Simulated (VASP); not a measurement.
Write the native input for VASP 6.6.1 that does the following.

| Property | Result |
| --- | --- |
| Task | single point |
| Functional | PBEsol |
| Potentials or basis | VASP PAW PBE potentials, release 64 (Ti_sv, Co) |
| Cutoff | 520 eV |
| k mesh | 10 × 10 × 10 |
| Occupations | gaussian, width 0.1 eV |
| Spin | collinear spin, ferrimagnetic start |
| Starting moments | [-0.31, -0.31, 0.82, 0.82, 0.82, 0.82] μB |
| Dipole correction | no |
| Further INCAR settings | ALGO = Normal; EDIFF = 1e-06; NBANDS = 43 |

The structure of TiCo2 lies in POSCAR:

```
TiCo2
1.0
    0.0000000000      3.2766059321      3.2766059321
    3.2766059321      0.0000000000      3.2766059321
    3.2766059321      3.2766059321      0.0000000000
Ti Co
2 4
Direct
    0.5000000000      0.5000000000      0.5000000000
    0.7500000000      0.7500000000      0.7500000000
    0.1250000000      0.1250000000      0.1250000000
    0.6250000000      0.1250000000      0.1250000000
    0.1250000000      0.1250000000      0.6250000000
    0.1250000000      0.6250000000      0.1250000000
```

One way to write it, as run:

INCAR

```
SYSTEM = TiCo2
PREC = Accurate
ENCUT = 520
EDIFF = 1E-6
ISMEAR = 0
SIGMA = 0.1
LREAL = .False.
LASPH = .True.
NELM = 150
ALGO = Normal
ISIF = 2
LWAVE = .False.
LCHARG = .False.
ISPIN = 2
MAGMOM = -0.31 -0.31 0.82 0.82 0.82 0.82
LORBIT = 11
LMAXMIX = 4
GGA = PS
NBANDS = 43
```

KPOINTS

```
regular mesh
0
Gamma
  10 10 10
  0 0 0
```

Potentials or basis: VASP PAW PBE potentials, release 64 (Ti_sv, Co).

The run is started by

```console
$ cat potpaw_PBE.64/Ti_sv/POTCAR potpaw_PBE.64/Co/POTCAR > POTCAR
$ mpirun -np 1 vasp_std > vasp.out
```

Results of the run:

* Pressure: -0.7 GPa
* Band gap on the k mesh: zero (filled and empty bands overlap)
* Net moment: 0.00 μB per cell
* Valence electrons inside the program's atomic spheres: Ti 10.26; Co 8.53

Caveat: the moments typed at the start vanished in this run; the PAW data sets were made with another functional, which shifts forces and pressure a little.

Wall time 15 min on 1 thread of Intel Xeon 8259CL, with other jobs on the host, peak memory 0.38 GiB.
